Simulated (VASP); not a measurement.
# CuO (Cccm) in VASP: single point with PBE+U

Aim: the single point of CuO with PBE+U.

Everything below comes from runs of VASP 6.6.1. Logs are shortened: lines on timing, memory, paths and dates and some standing lists are left out, and cuts for length are marked.

## 1. The cell of the first run

Symmetry: Cccm, No. 66, orthorhombic system. Conventional cell: a = 3.982 Å, b = 4.307 Å, c = 5.156 Å, α = 90.00°, β = 90.00°, γ = 90.00°. Cu (site symmetry 2/m) has 4 O at 1.95 Å within 2.6 Å. Within 2.6 Å of O (site symmetry 222) lie 4 Cu at 1.95 Å and 2 O at 2.58 Å.

## 2. Single point, PBE+U

INCAR

```
PREC     = Accurate       # precision mode
ENCUT    = 520            # plane-wave cutoff, eV
EDIFF    = 1E-6           # SCF threshold, eV
ISMEAR   = 0              # smearing method
SIGMA    = 0.1            # smearing width, eV
LREAL    = F              # projectors in reciprocal space
LASPH    = T              # aspherical terms in the spheres
NELM     = 150            # most SCF steps
ALGO     = Normal         # electronic algorithm
ISIF     = 2              # what is computed and relaxed
LWAVE    = F              # write WAVECAR
LCHARG   = T              # write CHGCAR
LMAXMIX  = 4              # l up to which the mixer works
LDAU     = T              # DFT+U
LDAUTYPE = 2            
LDAUL    = 2 -1           # shell
LDAUU    = 4 0            # U, eV
LDAUJ    = 0 0          
LDAUPRINT= 1            
GGA      = PE             # functional
LELF     = T              # ELF
LVHAR    = T            
NBANDS   = 25             # bands
```

KPOINTS

```
regular mesh
0
Gamma
  14 14 8
```

POSCAR

```
CuO
1.0
    1.9909680000     -2.1535500000      0.0000000000
    1.9909680000      2.1535500000      0.0000000000
    0.0000000000      0.0000000000      5.1559280000
Cu O
2 2
Direct
    0.0000000000      0.5000000000      0.0000000000
    0.5000000000      0.0000000000      0.5000000000
    0.5000000000      0.5000000000      0.2500000000
    0.5000000000      0.5000000000      0.7500000000
```

Potentials or basis: VASP PAW PBE potentials, release 64 (Cu, O).

Started as:

```
$ cat potpaw_PBE.64/Cu/POTCAR potpaw_PBE.64/O/POTCAR > POTCAR
$ mpirun -np 1 vasp_std > vasp.out
```

OUTCAR:

```text
PREC = Accurate
   ENCUT = 520
   EDIFF = 1E-6
   ISMEAR = 0
   LREAL = F
   LASPH = T
   NELM = 150
   ISIF = 2
   GGA = PE

 ion  position               nearest neighbor table
   1  0.000  0.500  0.000-   3 1.95   4 1.95   3 1.95   4 1.95
   2  0.500  0.000  0.500-   3 1.95   4 1.95   3 1.95   4 1.95
   3  0.500  0.500  0.250-   1 1.95   2 1.95   2 1.95   1 1.95
   4  0.500  0.500  0.750-   1 1.95   2 1.95   2 1.95   1 1.95

  LATTYP: Found a base centered orthorhombic cell.
 ALAT       =     3.9819360000
 B/A-ratio  =     1.0816597755
 C/A-ratio  =     1.2948294498

  Lattice vectors:

 A1 = (   1.9909680000,  -2.1535500000,   0.0000000000)
 A2 = (   1.9909680000,   2.1535500000,   0.0000000000)
 A3 = (   0.0000000000,   0.0000000000,   5.1559280000)

Analysis of symmetry for initial positions (statically):
=====================================================================
 Subroutine PRICEL returns:
 Original cell was already a primitive cell.

 Routine SETGRP: Setting up the symmetry group for a
 base centered orthorhombic supercell.

 Subroutine GETGRP returns: Found  8 space group operations
 (whereof  4 operations were pure point group operations)
 out of a pool of  8 trial point group operations.

The static configuration has the point symmetry C_2h.
 The point group associated with its full space group is D_2h.

Analysis of symmetry for dynamics (positions and initial velocities):
=====================================================================
 Subroutine PRICEL returns:
 Original cell was already a primitive cell.

 Routine SETGRP: Setting up the symmetry group for a
 base centered orthorhombic supercell.

 Subroutine GETGRP returns: Found  8 space group operations
 (whereof  4 operations were pure point group operations)
 out of a pool of  8 trial point group operations.

The dynamic configuration has the point symmetry C_2h.
 The point group associated with its full space group is D_2h.

 Subroutine INISYM returns: Found  8 space group operations
 (whereof  4 operations are pure point group operations),
 and found     1 'primitive' translations

----------------------------------------------------------------------------------------

                                     Primitive cell

  volume of cell :      44.2136

  direct lattice vectors                    reciprocal lattice vectors
     1.990968000 -2.153550000  0.000000000     0.251134122 -0.232174781  0.000000000
     1.990968000  2.153550000  0.000000000     0.251134122  0.232174781  0.000000000
     0.000000000  0.000000000  5.155928000     0.000000000  0.000000000  0.193951506

  length of vectors
     2.932870809  2.932870809  5.155928000     0.342013854  0.342013854  0.193951506

  position of ions in fractional coordinates (direct lattice)
     0.000000000  0.500000000  0.000000000
     0.500000000  0.000000000  0.500000000
     0.500000000  0.500000000  0.250000000
     0.500000000  0.500000000  0.750000000

  ion indices of the primitive-cell ions
   primitive index   ion index
                 1           1
                 2           2
                 3           3
                 4           4

----------------------------------------------------------------------------------------

 KPOINTS: regular mesh

Automatic generation of k-mesh.
 Grid dimensions read from file:
 generate k-points for:   14   14    8

 Generating k-lattice:

  Cartesian coordinates                     Fractional coordinates (reciprocal lattice)
[... 58 lines left out ...]
   ENCUT  =  520.0 eV  38.22 Ry    6.18 a.u.   5.45  5.45  9.59*2*pi/ulx,y,z
   NELM   =    150;   NELMIN=  2; NELMDL= -5     # of ELM steps
   EDIFF  = 0.1E-05   stopping-criterion for ELM
   LREAL  =      F    real-space projection
   EDIFFG = 0.1E-04   stopping-criterion for IOM
   NSW    =      0    number of steps for IOM
   IBRION =     -1    ionic relax: 0-MD 1-quasi-New 2-CG
   NFREE  =      0    steps in history (QN), initial steepest desc. (CG)
   ISIF   =      2    stress and relaxation
   ISYM   =      2    0-nonsym 1-usesym 2-fastsym
   POTIM  = 0.5000    time-step for ionic-motion
   TEBEG  =    0.0;   TEEND  =   0.0 temperature during run
   PSTRESS=    0.0 pullay stress
   NELECT =      34.0000    total number of electrons
   NUPDOWN=      -1.0000    fix difference up-down
   EMIN   =  10.00;   EMAX   =-10.00  energy-range for DOS
   EFERMI =   0.00;   METHOD = LEGACY
   ISMEAR =     0;   SIGMA  =   0.10  broadening in eV -4-tet -1-fermi 0-gaus
   EFERMI_NEDOS =   21; number of points for ismear=-14 and -15
   IALGO  =     38    algorithm
   IMIX   =      4    mixing-type and parameters
     AMIX     =   0.40;   BMIX     =  1.00
     AMIX_MAG =   1.60;   BMIX_MAG =  1.00
  volume/ion in A,a.u.               =      11.05        74.59
  Fermi-wavevector in a.u.,A,eV,Ry     =   1.499854  2.834314 30.607167  2.249563
  Thomas-Fermi vector in A             =   2.611430
   LORBIT       =      0    0 simple, 1 ext, 2 COOP (PROOUT), +10 PAW based schemes
 LDA+U is selected, type is set to LDAUTYPE =  2
   angular momentum for each species LDAUL =     2   -1
   U (eV)           for each species LDAUU =   4.0  0.0
   J (eV)           for each species LDAUJ =   0.0  0.0
   GGA     = PE    functional components
   LHFCALC =     F    Hartree Fock is set to
   AEXX    =    0.0000 exact exchange contribution
   IVDW    =     0    specifies the selected vdW correction
   LEPSILON=     F    determine dielectric tensor
   LRPA    =     F    only Hartree local field effects (RPA)
 non-spin polarized calculation
 Gauss-broadening in eV      SIGMA  =   0.10
  energy-cutoff  :      520.00
  volume of cell :       44.21
 maximum number of plane-waves:      1215
 NGX is ok and might be reduce to    24
   NGX = 11   NGY = 11   NGZ = 19

atom =   1  type =  1  l = 2

 onsite density matrix

spin component  1

  0.9445  0.0000  0.0148  0.0000 -0.0004
  0.0000  0.8711  0.0000  0.0852  0.0000
  0.0148  0.0000  0.9678  0.0000  0.0004
  0.0000  0.0852  0.0000  0.8837  0.0000
 -0.0004  0.0000  0.0004  0.0000  0.9628

spin component  2

  0.9445  0.0000  0.0148  0.0000 -0.0004
  0.0000  0.8711  0.0000  0.0852  0.0000
  0.0148  0.0000  0.9678  0.0000  0.0004
  0.0000  0.0852  0.0000  0.8837  0.0000
 -0.0004  0.0000  0.0004  0.0000  0.9628

 occupancies and eigenvectors

  o =  0.7919  v =  0.0000  0.7327 -0.0000 -0.6805 -0.0000  0.0000  0.0000  0.0000  0.0000  0.0000      0.0000  0.0000  0.0000  0.0000  0.0000  0.0000  0.0000  0.0000  0.0000  0.0000
  o =  0.7919  v =  0.0000  0.0000  0.0000  0.0000  0.0000  0.0000  0.7327 -0.0000 -0.6805 -0.0000      0.0000  0.0000  0.0000  0.0000  0.0000  0.0000  0.0000  0.0000  0.0000  0.0000
  o =  0.9374  v =  0.8994  0.0000 -0.4366  0.0000  0.0191  0.0000  0.0000  0.0000  0.0000  0.0000      0.0000  0.0000  0.0000  0.0000  0.0000  0.0000  0.0000  0.0000  0.0000  0.0000
  o =  0.9374  v =  0.0000  0.0000  0.0000  0.0000  0.0000  0.8994  0.0000 -0.4366  0.0000  0.0191      0.0000  0.0000  0.0000  0.0000  0.0000  0.0000  0.0000  0.0000  0.0000  0.0000
  o =  0.9628  v =  0.0244  0.0000  0.0065  0.0000 -0.9997  0.0000  0.0000  0.0000  0.0000  0.0000      0.0000  0.0000  0.0000  0.0000  0.0000  0.0000  0.0000  0.0000  0.0000  0.0000
  o =  0.9628  v =  0.0000  0.0000  0.0000  0.0000  0.0000  0.0244  0.0000  0.0065  0.0000 -0.9997      0.0000  0.0000  0.0000  0.0000  0.0000  0.0000  0.0000  0.0000  0.0000  0.0000
  o =  0.9628  v =  0.0000 -0.6805  0.0000 -0.7327 -0.0000  0.0000  0.0000  0.0000  0.0000  0.0000      0.0000  0.0000  0.0000  0.0000  0.0000  0.0000  0.0000  0.0000  0.0000  0.0000
  o =  0.9628  v =  0.0000  0.0000  0.0000  0.0000  0.0000  0.0000 -0.6805  0.0000 -0.7327 -0.0000      0.0000  0.0000  0.0000  0.0000  0.0000  0.0000  0.0000  0.0000  0.0000  0.0000
  o =  0.9750  v =  0.0000  0.0000  0.0000  0.0000  0.0000 -0.4363 -0.0000 -0.8996 -0.0000 -0.0165      0.0000  0.0000  0.0000  0.0000  0.0000  0.0000  0.0000  0.0000  0.0000  0.0000
  o =  0.9750  v = -0.4363 -0.0000 -0.8996 -0.0000 -0.0165  0.0000  0.0000  0.0000  0.0000  0.0000      0.0000  0.0000  0.0000  0.0000  0.0000  0.0000  0.0000  0.0000  0.0000  0.0000

atom =   2  type =  1  l = 2

 onsite density matrix

spin component  1

  0.9445  0.0000 -0.0148  0.0000  0.0004
  0.0000  0.8711  0.0000 -0.0852  0.0000
 -0.0148  0.0000  0.9678  0.0000  0.0004
  0.0000 -0.0852  0.0000  0.8837  0.0000
  0.0004  0.0000  0.0004  0.0000  0.9628

spin component  2

  0.9445  0.0000 -0.0148  0.0000  0.0004
  0.0000  0.8711  0.0000 -0.0852  0.0000
 -0.0148  0.0000  0.9678  0.0000  0.0004
  0.0000 -0.0852  0.0000  0.8837  0.0000
  0.0004  0.0000  0.0004  0.0000  0.9628

 occupancies and eigenvectors

  o =  0.7919  v =  0.0000  0.7327  0.0000  0.6805  0.0000  0.0000  0.0000  0.0000  0.0000  0.0000      0.0000  0.0000  0.0000  0.0000  0.0000  0.0000  0.0000  0.0000  0.0000  0.0000
  o =  0.7919  v =  0.0000  0.0000  0.0000  0.0000  0.0000  0.0000  0.7327  0.0000  0.6805  0.0000      0.0000  0.0000  0.0000  0.0000  0.0000  0.0000  0.0000  0.0000  0.0000  0.0000
  o =  0.9374  v =  0.8994  0.0000  0.4366 -0.0000 -0.0191  0.0000  0.0000  0.0000  0.0000  0.0000      0.0000  0.0000  0.0000  0.0000  0.0000  0.0000  0.0000  0.0000  0.0000  0.0000
  o =  0.9374  v =  0.0000  0.0000  0.0000  0.0000  0.0000  0.8994  0.0000  0.4366 -0.0000 -0.0191      0.0000  0.0000  0.0000  0.0000  0.0000  0.0000  0.0000  0.0000  0.0000  0.0000
  o =  0.9628  v = -0.0244  0.0000  0.0065 -0.0000 -0.9997  0.0000  0.0000  0.0000  0.0000  0.0000      0.0000  0.0000  0.0000  0.0000  0.0000  0.0000  0.0000  0.0000  0.0000  0.0000
  o =  0.9628  v =  0.0000  0.0000  0.0000  0.0000  0.0000 -0.0244  0.0000  0.0065 -0.0000 -0.9997      0.0000  0.0000  0.0000  0.0000  0.0000  0.0000  0.0000  0.0000  0.0000  0.0000
  o =  0.9628  v = -0.0000 -0.6805 -0.0000  0.7327 -0.0000  0.0000  0.0000  0.0000  0.0000  0.0000      0.0000  0.0000  0.0000  0.0000  0.0000  0.0000  0.0000  0.0000  0.0000  0.0000
  o =  0.9628  v =  0.0000  0.0000  0.0000  0.0000  0.0000 -0.0000 -0.6805 -0.0000  0.7327 -0.0000      0.0000  0.0000  0.0000  0.0000  0.0000  0.0000  0.0000  0.0000  0.0000  0.0000
  o =  0.9750  v =  0.0000  0.0000  0.0000  0.0000  0.0000 -0.4363 -0.0000  0.8996  0.0000  0.0165      0.0000  0.0000  0.0000  0.0000  0.0000  0.0000  0.0000  0.0000  0.0000  0.0000
  o =  0.9750  v = -0.4363 -0.0000  0.8996  0.0000  0.0165  0.0000  0.0000  0.0000  0.0000  0.0000      0.0000  0.0000  0.0000  0.0000  0.0000  0.0000  0.0000  0.0000  0.0000  0.0000

 number of electron      33.9999999 magnetization

 Free energy of the ion-electron system (eV)
  ---------------------------------------------------
  ext. energy  EPLUGINS =         0.00000000
  ---------------------------------------------------
  free energy    TOTEN  =       -16.97712369 eV

  energy without entropy =      -16.96520508  energy(sigma->0) =      -16.97116438

 E-fermi :   4.5626     XC(G=0): -11.2710

 val. band max:        4.5591055909   @ k =  -0.0714   0.0714   0.5000
 cond. band min:       4.5644014923   @ k =   0.2857   0.0714   0.0000
 fundamental gap:      0.0052959013
 Fermi energy:         4.5625932282

 k-point     1 :       0.0000    0.0000    0.0000
  band No.  band energies     occupation
      1     -14.9917      2.00000
      2     -13.6830      2.00000
      3      -3.4764      2.00000
      4      -1.0123      2.00000
      5      -0.8563      2.00000
      6       0.2660      2.00000
[... 661 lines left out ...]
     24      17.5573      0.00000
     25      19.4844      0.00000

 [... further k-points ...]
[... 5 lines left out ...]
  --------------------------------------------------------------------------------------
  -------------------------------------------------------------------------------------
  Total        0.1154786     -0.0740789     -0.0461761      0.0000000      0.0000000      0.0000000
  in kB        4.1846211     -2.6844121     -1.6732938      0.0000000      0.0000000      0.0000000
  external PRESSURE =      -0.0576949 kB  Pullay stress =       0.0000000 kB

 VOLUME and BASIS-vectors are now :
 -----------------------------------------------------------------------------
  energy-cutoff  :      520.00
  volume of cell :       44.21
      direct lattice vectors                 reciprocal lattice vectors
     1.990968000 -2.153550000  0.000000000     0.251134122 -0.232174781  0.000000000
     1.990968000  2.153550000  0.000000000     0.251134122  0.232174781  0.000000000
     0.000000000  0.000000000  5.155928000     0.000000000  0.000000000  0.193951506

 POSITION                                       TOTAL-FORCE (eV/Angst)
 -----------------------------------------------------------------------------------
      0.99548      1.07678      0.00000         0.000000     -0.000000      0.000000
      0.99548     -1.07678      2.57796        -0.000000     -0.000000      0.000000
      1.99097      0.00000      1.28898         0.000000      0.000000     -0.000000
      1.99097      0.00000      3.86695         0.000000     -0.000000      0.000000
 -----------------------------------------------------------------------------------
    total drift:                                0.000000     -0.000000     -0.000000

  FREE ENERGIE OF THE ION-ELECTRON SYSTEM (eV)
  ---------------------------------------------------
  free  energy   TOTEN  =       -16.9771236910 eV

  energy  without entropy=      -16.9652050752  energy(sigma->0) =      -16.97116438
```

Wall time 1.9 min (1 thread of Intel Xeon 6975P-C (Granite Rapids), shared host); peak memory 0.36 GiB.

Results:

```yaml
Free_energy: -16.9771 eV
Pressure: 0.0 GPa
Band_gap_on_the_k_mesh: zero (band 17 reaches 5.12 eV, above the bottom of band 18 at 4.01 eV)
```

Levels at points of the mesh, in eV from the Fermi level:
```tsv
k point	band 14	band 15	band 16	band 17	band 18	band 19	band 20	band 21
(0.00, 0.00, 0.00)	-3.13	-2.53	-2.23	0.56	0.76	1.57	6.51	7.50
(0.50, 0.00, 0.00)	-2.44	-2.17	-1.80	0.26	0.50	4.15	6.15	6.82
(0.50, 0.50, 0.00)	-3.17	-1.77	-1.76	-1.66	1.18	2.64	7.72	9.49
(0.00, 0.00, 0.50)	-2.83	-1.89	-1.89	0.15	0.15	3.67	3.67	12.00
(0.50, 0.00, 0.50)	-2.63	-2.61	-2.43	-0.25	0.64	4.74	6.15	8.54
(0.50, 0.50, 0.50)	-2.39	-1.97	-1.97	-0.52	-0.52	4.44	4.44	10.47
```

Eigenvalues of the final occupation matrices:
```csv
site,spin,trace,eigenvalues
site 1 d,1,4.63,0.79 0.94 0.96 0.96 0.97
site 1 d,2,4.63,0.79 0.94 0.96 0.96 0.97
site 2 d,1,4.63,0.79 0.94 0.96 0.96 0.97
site 2 d,2,4.63,0.79 0.94 0.96 0.96 0.97
```

Caveat: U without spin polarisation on a metal has little footing.
